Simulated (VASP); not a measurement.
# Al (C2/c) in VASP: single point with PBEsol

Aim: the single point of Al with PBEsol.

Everything below comes from runs of VASP 6.6.1. Logs are shortened: lines on timing, memory, paths and dates and some standing lists are left out, and cuts for length are marked.

## (1) The cell of the first run

The structure is monoclinic, space group C2/c (No. 15). The conventional cell has a = 2.782 Å, b = 18.175 Å, c = 2.782 Å, α = 90.00°, β = 109.47°, γ = 90.00°. Al (site symmetry 2) has 14 Al at 2.66 to 3.50 Å within 3.6 Å. Al (site symmetry 2) has 14 Al at 2.78 to 3.21 Å within 3.7 Å.

## (2) Single point, PBEsol

The input, INCAR:

```
SYSTEM = Al
PREC = Accurate
ENCUT = 500
EDIFF = 1E-6
ISMEAR = 0
SIGMA = 0.15
LREAL = .FALSE.
LASPH = .TRUE.
NELM = 120
ALGO = Normal
ISIF = 2
LWAVE = .FALSE.
LCHARG = .FALSE.
GGA = PS
NBANDS = 14
ISYM = 0
GGA_COMPAT = .FALSE.
```

The input, KPOINTS:

```
regular mesh
0
G
  22 22 7
  0 0 0
```

The input, POSCAR:

```
Al
1.0
   -1.6064390039      1.6064390039     -1.6064390039
   -1.6064390039     -1.6064390039      1.6064390039
   -0.8032195020      7.2289755174      5.6225365136
Al
4
Direct
   -0.4375000000      0.0000000000      0.8750000000
    0.4375000000      0.5000000000      0.1250000000
   -0.1875000000      0.0000000000      0.3750000000
    0.1875000000      0.5000000000      0.6250000000
```

Potentials or basis: VASP PAW PBE potentials, release 64 (Al).

On the command line:

```bash
$ cat potpaw_PBE.64/Al/POTCAR > POTCAR
$ mpirun -np 1 vasp_std > vasp.out
```

OUTCAR:

```text
SYSTEM = Al
   PREC = Accurate
   ENCUT = 500
   EDIFF = 1E-6
   ISMEAR = 0
   LREAL = .FALSE.
   LASPH = .TRUE.
   NELM = 120
   ISIF = 2
   GGA = PS
   ISYM = 0

 ion  position               nearest neighbor table
   1  0.562  0.000  0.875-   2 2.66   2 2.66   4 2.78   4 2.78   4 3.21   4 3.21
   2  0.438  0.500  0.125-   1 2.66   1 2.66   3 2.78   3 2.78   3 3.21   3 3.21
   3  0.812  0.000  0.375-   2 2.78   4 2.78   2 2.78   4 2.78   4 3.21   2 3.21   4 3.21   2 3.21

   4  0.188  0.500  0.625-   3 2.78   1 2.78   3 2.78   1 2.78   3 3.21   1 3.21   1 3.21   3 3.21

IMPORTANT INFORMATION: All symmetrisations will be switched off!
NOSYMM: (Re-)initialisation of all symmetry stuff for point group C_1.

----------------------------------------------------------------------------------------

                                     Primitive cell

  volume of cell :      66.3304

  direct lattice vectors                    reciprocal lattice vectors
    -1.606439004  1.606439004 -1.606439004    -0.311247423  0.116717784 -0.194529639
    -1.606439004 -1.606439004  1.606439004    -0.311247423 -0.155623711  0.155623711
    -0.803219502  7.228975517  5.622536514     0.000000000  0.077811856  0.077811856

  length of vectors
     2.782433974  2.782433974  9.193267398     0.385149036  0.381198685  0.110042582

  position of ions in fractional coordinates (direct lattice)
     0.562500000  1.000000000  0.875000000
     0.437500000  0.500000000  0.125000000
     0.812500000  1.000000000  0.375000000
     0.187500000  0.500000000  0.625000000

  ion indices of the primitive-cell ions
   primitive index   ion index
                 1           1
                 2           2
                 3           3
                 4           4

----------------------------------------------------------------------------------------

 KPOINTS: regular mesh

Automatic generation of k-mesh.
 Grid dimensions read from file:
 generate k-points for:   22   22    7

 Generating k-lattice:

  Cartesian coordinates                     Fractional coordinates (reciprocal lattice)
    -0.014147610  0.005305354 -0.008842256     0.045454545 -0.000000000 -0.000000000
    -0.014147610 -0.007073805  0.007073805    -0.000000000  0.045454545  0.000000000
     0.000000000  0.011115979  0.011115979     0.000000000  0.000000000  0.142857143

  Length of vectors
     0.017506774  0.017327213  0.015720369

  Shift w.r.t. Gamma in fractional coordinates (k-lattice)
     0.000000000  0.000000000  0.000000000

 -----------------------------------------------------------------------------
|                                                                             |
|           W    W    AA    RRRRR   N    N  II  N    N   GGGG   !!!           |
|           W    W   A  A   R    R  NN   N  II  NN   N  G    G  !!!           |
|           W    W  A    A  R    R  N N  N  II  N N  N  G       !!!           |
|           W WW W  AAAAAA  RRRRR   N  N N  II  N  N N  G  GGG   !            |
|           WW  WW  A    A  R   R   N   NN  II  N   NN  G    G                |
|           W    W  A    A  R    R  N    N  II  N    N   GGGG   !!!           |
|                                                                             |
|     Your reciprocal lattice and k-lattice belong to different lattice       |
|     classes:                                                                |
|                                                                             |
|        The reciprocal lattice is base-centered monoclinic,                  |
|        whereas your k-lattice is triclinic.                                 |
|                                                                             |
|     Results are often still useful ...                                      |
|                                                                             |
 -----------------------------------------------------------------------------

 WARNING: IBZKPT: internal override: KBLOWUP is changed to .FALSE.
      ... skipping the blow-up phase ...

 Subroutine IBZKPT returns following result:
 ===========================================

 Found   1696 irreducible k-points:

 Following reciprocal coordinates:
            Coordinates               Weight
  0.000000  0.000000  0.000000      1.000000
  0.045455 -0.000000  0.000000      2.000000
  0.090909 -0.000000  0.000000      2.000000
  0.136364 -0.000000  0.000000      2.000000
  0.181818 -0.000000  0.000000      2.000000
  0.227273  0.000000  0.000000      2.000000
[... 16 lines left out ...]
  0.454545  0.045455 -0.000000      2.000000
  0.500000  0.045455 -0.000000      2.000000
 [... further k-points ...]
   k-points           NKPTS =   1696   k-points in BZ     NKDIM =   1696   number of bands    NBANDS=     14
   number of dos      NEDOS =    301   number of ions     NIONS =      4
   total plane-waves  NPLWV =  28000
   dimension x,y,z NGX =    20 NGY =   20 NGZ =   70
   dimension x,y,z NGXF=    40 NGYF=   40 NGZF=  140
   ions per type =               4
   NGX,Y,Z   is equivalent  to a cutoff of  11.95, 11.95, 12.66 a.u.
   NGXF,Y,Z  is equivalent  to a cutoff of  23.90, 23.90, 25.32 a.u.
 SYSTEM =  Al
   PREC   = accura    normal or accurate (medium, high low for compatibility)
   ISTART =      0    job   : 0-new  1-cont  2-samecut
   ICHARG =      2    charge: 1-file 2-atom 10-const
   ISPIN  =      1    spin polarized calculation?
   LNONCOLLINEAR =      F non collinear calculations
   LSORBIT =      F    spin-orbit coupling
   LASPH  =      T    aspherical Exc in radial PAW
   ENCUT  =  500.0 eV  36.75 Ry    6.06 a.u.   5.07  5.07 16.76*2*pi/ulx,y,z
   NELM   =    120;   NELMIN=  2; NELMDL= -5     # of ELM steps
   EDIFF  = 0.1E-05   stopping-criterion for ELM
   LREAL  =      F    real-space projection
   EDIFFG = 0.1E-04   stopping-criterion for IOM
   NSW    =      0    number of steps for IOM
   IBRION =     -1    ionic relax: 0-MD 1-quasi-New 2-CG
   NFREE  =      0    steps in history (QN), initial steepest desc. (CG)
   ISIF   =      2    stress and relaxation
   ISYM   =      0    0-nonsym 1-usesym 2-fastsym
   POTIM  = 0.5000    time-step for ionic-motion
   TEBEG  =    0.0;   TEEND  =   0.0 temperature during run
   PSTRESS=    0.0 pullay stress
   NELECT =      12.0000    total number of electrons
   NUPDOWN=      -1.0000    fix difference up-down
   EMIN   =  10.00;   EMAX   =-10.00  energy-range for DOS
   EFERMI =   0.00;   METHOD = LEGACY
   ISMEAR =     0;   SIGMA  =   0.15  broadening in eV -4-tet -1-fermi 0-gaus
   EFERMI_NEDOS =   21; number of points for ismear=-14 and -15
   IALGO  =     38    algorithm
   IMIX   =      4    mixing-type and parameters
     AMIX     =   0.40;   BMIX     =  1.00
     AMIX_MAG =   1.60;   BMIX_MAG =  1.00
  volume/ion in A,a.u.               =      16.58       111.90
  Fermi-wavevector in a.u.,A,eV,Ry     =   0.925901  1.749698 11.664164  0.857292
  Thomas-Fermi vector in A             =   2.051805
   LORBIT       =      0    0 simple, 1 ext, 2 COOP (PROOUT), +10 PAW based schemes
   GGA     = PS    functional components
   LHFCALC =     F    Hartree Fock is set to
   AEXX    =    0.0000 exact exchange contribution
   IVDW    =     0    specifies the selected vdW correction
   LEPSILON=     F    determine dielectric tensor
   LRPA    =     F    only Hartree local field effects (RPA)
 non-spin polarized calculation
 Gauss-broadening in eV      SIGMA  =   0.15
  energy-cutoff  :      500.00
  volume of cell :       66.33
 maximum number of plane-waves:      1710
   NGX = 11   NGY = 11   NGZ = 33

 number of electron      12.0000000 magnetization

 Free energy of the ion-electron system (eV)
  ---------------------------------------------------
  ext. energy  EPLUGINS =         0.00000000
  ---------------------------------------------------
  free energy    TOTEN  =       -15.95240847 eV

  energy without entropy =      -15.93350885  energy(sigma->0) =      -15.94295866

 E-fermi :   7.8712     XC(G=0): -10.2358

 val. band max:        7.8711376767   @ k =   0.4091   0.2273   0.4286
 cond. band min:       7.8720758908   @ k =   0.2727   0.0455   0.1429
 fundamental gap:      0.0009382140
 Fermi energy:         7.8711669636

 k-point     1 :       0.0000    0.0000    0.0000
  band No.  band energies     occupation
      1      -3.2035      2.00000
      2      -1.4246      2.00000
      3      -1.4200      2.00000
      4       3.5646      2.00000
      5       4.0440      2.00000
      6      12.0628      0.00000
      7      12.1723      0.00000
      8      16.2108      0.00000
      9      16.3302      0.00000
     10      16.9075      0.00000
     11      17.0352      0.00000
     12      17.5461      0.00000
     13      18.1318      0.00000
     14      18.4005      0.00000

 k-point     2 :       0.0455   -0.0000    0.0000
  band No.  band energies     occupation
      1      -3.1582      2.00000
      2      -1.4580      2.00000
      3      -1.2971      2.00000
      4       3.5603      2.00000
      5       4.1342      2.00000
      6      11.9219      0.00000
      7      12.3739      0.00000
      8      15.3639      0.00000
      9      15.6452      0.00000
     10      16.2257      0.00000
     11      17.4958      0.00000
     12      17.7074      0.00000
     13      17.7465      0.00000
     14      18.5050      0.00000
[... 343 lines left out ...]
      1       1.5695      2.00000
      2       2.4829      2.00000
      3       2.9298      2.00000
      4       3.6197      2.00000
      5       4.0694      2.00000
      6       5.5966      2.00000
      7       6.8570      2.00000
      8       7.9036      0.75987
      9       9.9702      0.00000
     10      11.4578      0.00000
     11      13.8393      0.00000
     12      14.2240      0.00000
     13      14.3187      0.00000
     14      15.8433      0.00000

 k-point    24 :       0.5000    0.0455   -0.0000
  band No.  band energies     occupation
      1       1.8717      2.00000
      2       2.4999      2.00000
      3       2.8142      2.00000
      4       3.3822      2.00000
      5       4.3692      2.00000
      6       5.2548      2.00000
      7       6.9774      2.00000
      8       7.7515      1.74087
      9      10.3617      0.00000
     10      11.0646      0.00000
     11      13.8727      0.00000
     12      14.2720      0.00000
     13      14.7954      0.00000
     14      15.7032      0.00000

 [... further k-points ...]

------------------------ aborting loop because EDIFF is reached ----------------------------------------

  FORCE on cell =-STRESS in cart. coord.  units (eV):
  Direction    XX          YY          ZZ          XY          YZ          ZX
  --------------------------------------------------------------------------------------
  -------------------------------------------------------------------------------------
  Total       -0.4078621      0.7998668      0.8242167      0.0972034      0.0919017     -0.0750512
  in kB       -9.8517014     19.3203740     19.9085333      2.3478994      2.2198395     -1.8128241
  external PRESSURE =       9.7924020 kB  Pullay stress =       0.0000000 kB

 VOLUME and BASIS-vectors are now :
 -----------------------------------------------------------------------------
  energy-cutoff  :      500.00
  volume of cell :       66.33
      direct lattice vectors                 reciprocal lattice vectors
    -1.606439004  1.606439004 -1.606439004    -0.311247423  0.116717784 -0.194529639
    -1.606439004 -1.606439004  1.606439004    -0.311247423 -0.155623711  0.155623711
    -0.803219502  7.228975517  5.622536514     0.000000000  0.077811856  0.077811856

 POSITION                                       TOTAL-FORCE (eV/Angst)
 -----------------------------------------------------------------------------------
     -1.60644      7.22898      4.01610        -0.000453     -0.302966     -0.303220
     -1.60644      0.80322      0.80322         0.000453      0.302966      0.303220
     -1.60644      4.01610      0.80322        -0.000071     -0.022739     -0.023703
     -1.60644      4.01610      4.01610         0.000071      0.022739      0.023703
 -----------------------------------------------------------------------------------
    total drift:                                0.000000      0.000000      0.000000

  FREE ENERGIE OF THE ION-ELECTRON SYSTEM (eV)
  ---------------------------------------------------
  free  energy   TOTEN  =       -15.9524084667 eV

  energy  without entropy=      -15.9335088494  energy(sigma->0) =      -15.94295866
```

Run time: 6.8 min. Hardware: 1 thread of Intel Xeon 6975P-C (Granite Rapids), shared host; peak memory 1.1 GiB.

What came out:

| Property | Result |
| --- | --- |
| Free energy | -15.9524 eV |
| Pressure | 1.0 GPa |
| Largest force | 0.429 eV/Å |
| Band gap on the k mesh | zero (bands 6 and 7 overlap by 6.84 eV) |

Forces on the atoms (eV/Å):
```
Al   0.000 -0.303 -0.303
Al   0.000  0.303  0.303
Al   0.000 -0.023 -0.024
Al   0.000  0.023  0.024
```

Stress tensor (GPa, compression positive):
```
-0.99  0.23 -0.18
 0.23  1.93  0.22
-0.18  0.22  1.99
```

Caveat: the PAW data sets were made with another functional, which shifts forces and pressure a little.
